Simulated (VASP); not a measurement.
Set up this calculation in VASP 6.6.1, as the native input.

```yaml
Task: single point
Functional: PBEsol
Potentials_or_basis: VASP PAW PBE potentials, release 64 (Pt, Al)
Cutoff: 520 eV
k_mesh: 8 × 8 × 8
Occupations: fermi-dirac, width 0.05 eV
Spin: no spin polarisation
Dipole_correction: no
Further_INCAR_settings: ALGO = Normal; EDIFF = 1e-06; NBANDS = 15
```

The structure of Al2Pt lies in POSCAR:

```
Al2Pt
1.0
    0.0000000000      2.9155334255      2.9155334255
    2.9155334255      0.0000000000      2.9155334255
    2.9155334255      2.9155334255      0.0000000000
Pt Al
1 2
Direct
    0.0000000000      0.0000000000      0.0000000000
    0.7500000000      0.7500000000      0.7500000000
    0.2500000000      0.2500000000      0.2500000000
```

The input as run:

INCAR

```
  PREC = Accurate
  ENCUT = 520
  EDIFF = 1E-6
  ISMEAR = -1
  SIGMA = 0.05
  LREAL = False
  LASPH = True
  NELM = 100
  ALGO = Normal
  ISIF = 2
  LWAVE = False
  LCHARG = False
  GGA = PS
  NBANDS = 15
```

KPOINTS

```
regular mesh
0
Gamma
  8 8 8
```

Potentials or basis: VASP PAW PBE potentials, release 64 (Pt, Al).

The run is started by

```console
$ cat potpaw_PBE.64/Pt/POTCAR potpaw_PBE.64/Al/POTCAR > POTCAR
$ mpirun -np 1 vasp_std > vasp.out
```

It gave:

```yaml
Pressure: 5.0 GPa
Band_gap_on_the_k_mesh: zero (band 8 reaches 12.10 eV, above the bottom of band 9 at 6.59 eV)
```

Caveat: the PAW data sets were made with another functional, which shifts forces and pressure a little; spin-orbit coupling is left out, which moves the levels of the heavy elements.

Run time: 22 s on 1 thread of Intel Xeon 8259CL (shared host), peak memory 0.18 GiB.
